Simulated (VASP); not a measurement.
RbBr:

```xyz
2
Lattice="4.1279 0.0000 0.0000 0.0000 4.1279 0.0000 0.0000 0.0000 4.1279" Properties=species:S:1:pos:R:3 pbc="T T T"
Rb    0.0000    0.0000    0.0000
Br    2.0640    2.0640    2.0640
```

Base run:

| Item | Value |
| --- | --- |
| Program | VASP 6.6.1 |
| Functional | r2SCAN |
| Potentials or basis | VASP PAW PBE potentials, release 64 (Rb_sv, Br) |
| Cutoff | 520 eV |
| k mesh | 4 × 4 × 4 |
| Occupations | methfessel-paxton, width 0.2 eV |
| Spin | no spin polarisation |

Its results: band gap on the k mesh 4.83 eV (least direct gap 4.98 eV); pressure 0.0 GPa.

The run is repeated on the same cell with these changes: functional from r2SCAN to HSE06; occupations from methfessel-paxton, width 0.2 eV to gaussian, width 0.01 eV. What comes out?

Band gap on the k mesh 5.26 eV (least direct gap 5.42 eV); pressure 0.5 GPa.

Caveats: the PAW data sets were made with another functional, which shifts forces and pressure a little.

A k mesh can miss the band edges.
